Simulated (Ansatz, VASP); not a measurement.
# C in VASP and in Ansatz

File POSCAR:

```
C
1.0
    0.0000000000      2.1905592358      3.5617636613
    1.2647588402      0.0000000000      3.5617636613
    1.2647588402      2.1905592358      0.0000000000
C
2
Direct
    0.1667039277      0.8332960723      0.1667039277
    0.8332960723      0.1667039277      0.8332960723
```

The input INCAR.step1:

```
SYSTEM = C
ALGO = Normal ; EDIFF = 1E-4
ENCUT = 520 ; GGA = PE
ISMEAR = 0 ; LASPH = .True.
LCHARG = .False. ; LREAL = .False.
LWAVE = .True. ; NBANDS = 11
NELM = 80 ; PREC = Accurate
SIGMA = 0.05
```

The input INCAR.step2:

```
SYSTEM = C
ALGO = Normal ; EDIFF = 1E-6
ENCUT = 520 ; ISIF = 2
ISMEAR = 0 ; ISTART = 1
LASPH = .True. ; LCHARG = .False.
LMIXTAU = .True. ; LREAL = .False.
LWAVE = .False. ; METAGGA = R2SCAN
NBANDS = 11 ; NELM = 80
PREC = Accurate ; SIGMA = 0.05
```

KPOINTS

```
k-points
0
Gamma
  14 14 14
  0 0 0
```

Input for Ansatz:

```yaml
crystal:
  lattice:
    - [0.0, 2.1905592358, 3.5617636613]
    - [1.2647588402, 0.0, 3.5617636613]
    - [1.2647588402, 2.1905592358, 0.0]
  atoms:
    - { symbol: C, position: [0.1667039277, 0.8332960723, 0.1667039277] }
    - { symbol: C, position: [0.8332960723, 0.1667039277, 0.8332960723] }
basis:
  ecutwfc: 500
kpoints:
  mp_grid: { grid: [14, 14, 14] }
hamiltonian:
  xc: r2scan
scf:
  occupations: { method: gaussian, width: 0.05 }
output:
  forces: true
  stress: true
  eigenvalues: true
```

Change from the starting cell: strain +0.030 along x and y, +0.000 along z, atoms carried along.

Alike in both runs: task single point; functional r2SCAN; k mesh 14 × 14 × 14; occupations gaussian, width 0.05 eV; no spin polarisation.

|  | VASP | Ansatz |
| --- | --- | --- |
| version | VASP 6.6.1 | Ansatz 0.2.0 |
| potentials or method | VASP PAW PBE potentials, release 64 (C), cutoff 520 eV | scalar-relativistic, plane waves, PAW |
| valence electrons in the cell | 8 | 8 |

Ansatz gave:

```
gap on the k mesh at the Fermi level (eV)                     : 0.53
least direct gap on the mesh (eV)                             : 0.63
pressure (GPa)                                                : -21.0
traceless stress, the component that is largest in VASP (GPa) : 21.12
```

Task: What did VASP give for the same quantities?

Result: gap on the k mesh at the Fermi level (eV): 0.53; least direct gap on the mesh (eV): 0.63; pressure (GPa): -20.4; traceless stress, the component that is largest in VASP (GPa): 20.47.

VASP's potentials were made for PBE, not for r2SCAN.
